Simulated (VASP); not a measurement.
## Mg3O4: single point with PBE

Slab: Mg3O4, a slab with vacuum.

```
O Mg
1.0
     3.00859    0.00000    0.00000
    -1.50429    2.60552    0.00000
     0.00000    0.00000   21.36951
O Mg
4 3
Cartesian
  0.0000 1.7370 7.0000
  0.0000 0.0000 9.4565
  1.5043 0.8685 11.8580
  0.0000 1.7370 14.1402
  1.5043 0.8685 8.2283
  0.0000 1.7370 10.7057
  0.0000 0.0000 13.2346
```

- Program: VASP 6.6.1
- Task: single point
- Functional: PBE
- Potentials or basis: VASP PAW PBE potentials, release 64 (O, Mg)
- Cutoff: 520 eV
- k mesh: 9 × 9 × 1
- Occupations: gaussian, width 0.05 eV
- Spin: no spin polarisation

| Property | Result |
| --- | --- |
| Largest force | 1.123 eV/Å |
| Band gap on the k mesh | zero (band 15 reaches -4.34 eV, above the bottom of band 16 at -4.81 eV) |

Forces on the atoms (eV/Å):
```
O    0.000  0.000  1.033
O    0.000  0.000  0.130
O    0.000  0.000  0.008
O    0.000  0.000 -0.014
Mg   0.000  0.000 -1.123
Mg   0.000  0.000 -0.004
Mg   0.000  0.000 -0.030
```

Levels at points of the mesh, in eV from the Fermi level:
```
           k point  band 11  band 12  band 13  band 14  band 15  band 16  band 17  band 18  band 19  band 20
(0.00, 0.00, 0.00)    -0.49     0.02     0.21     0.21     0.41     0.41     5.32     6.96     8.47     8.58
```

Run time: 3.7 min on 1 thread of Intel Xeon 8259CL (shared host), peak memory 0.3 GiB.
